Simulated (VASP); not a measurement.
Input of a VASP 6.6.1 run:

INCAR

```
SYSTEM = CuO
PREC     = Accurate       ! precision mode
ENCUT    = 600            ! plane-wave cutoff, eV
EDIFF    = 1E-7           ! SCF threshold, eV
ISMEAR   = 0              ! smearing method
SIGMA    = 0.1            ! smearing width, eV
LREAL    = .FALSE.        ! projectors in reciprocal space
LASPH    = .TRUE.         ! aspherical terms in the spheres
NELM     = 150            ! most SCF steps
ALGO     = Normal         ! electronic algorithm
ISIF     = 3              ! what is computed and relaxed
LWAVE    = .FALSE.        ! write WAVECAR
LCHARG   = .FALSE.        ! write CHGCAR
ISPIN    = 2              ! spin polarisation
MAGMOM   = 1 -1 0 0       ! initial moments
LORBIT   = 11             ! projections on sites
LMAXMIX  = 4              ! l up to which the mixer works
GGA      = PE             ! functional
IBRION   = 2              ! ionic algorithm
NSW      = 90             ! ionic steps
EDIFFG   = -0.04          ! ionic threshold
```

The input KPOINTS:

```
Automatic mesh
0
G
  6 6 4
  0 0 0
```

POSCAR

```
CuO
1.0
    3.6141823900      0.0000000000      0.0000000000
    0.0000000000      3.6141823900      0.0000000000
    0.0000000000      0.0000000000      3.7620451400
Cu O
2 2
Direct
    0.5000000000      0.5000000000      0.5000000000
    0.0000000000      0.0000000000      0.0000000000
    0.0000000000      0.5000000000      0.5000000000
    0.5000000000      0.0000000000      0.5000000000
```

Potentials or basis: VASP PAW PBE potentials, release 64 (Cu, O).

The run is started by

```sh
$ cat potpaw_PBE.64/Cu/POTCAR potpaw_PBE.64/O/POTCAR > POTCAR
$ mpirun -np 1 vasp_std > vasp.out
```

Question: Estimate the space group after relaxing (to 0.1 Å).

Answer: P4/mmm (No. 123).

Question: Predict the relaxed volume.

Answer: 10.24 Å³/atom.

Question: Predict the band gap on the k mesh.

Answer: Zero (filled and empty bands overlap).

Step by step:
```
step  energy change (eV)  largest force (eV/Å)  pressure (GPa)  volume (Å³)
   1              0.0000                0.0000            0.76        49.14
   2             -0.4814                0.0000           -8.23        49.36
   3             -0.6207                0.0000          -12.51        49.29
   4             -0.9748                0.0000           -7.59        44.69
   5             -1.0824                0.0000           -2.39        41.85
   6             -1.0895                0.0000            0.19        40.79
   7             -1.0898                0.0000           -0.22        40.97
```

Caveat: the k points lie up to 0.55 Å⁻¹ apart in the final cell, too coarse for converged energies and pressures of a metal; the volume moved by over 15 % at a fixed basis, so the end points are rough; semilocal functionals often make such compounds metallic where correlation or magnetic order opens a gap, which also shifts bond lengths. With open d or f shells a metallic result of PBE can be an artefact of self-interaction; +U or a hybrid may open a gap.
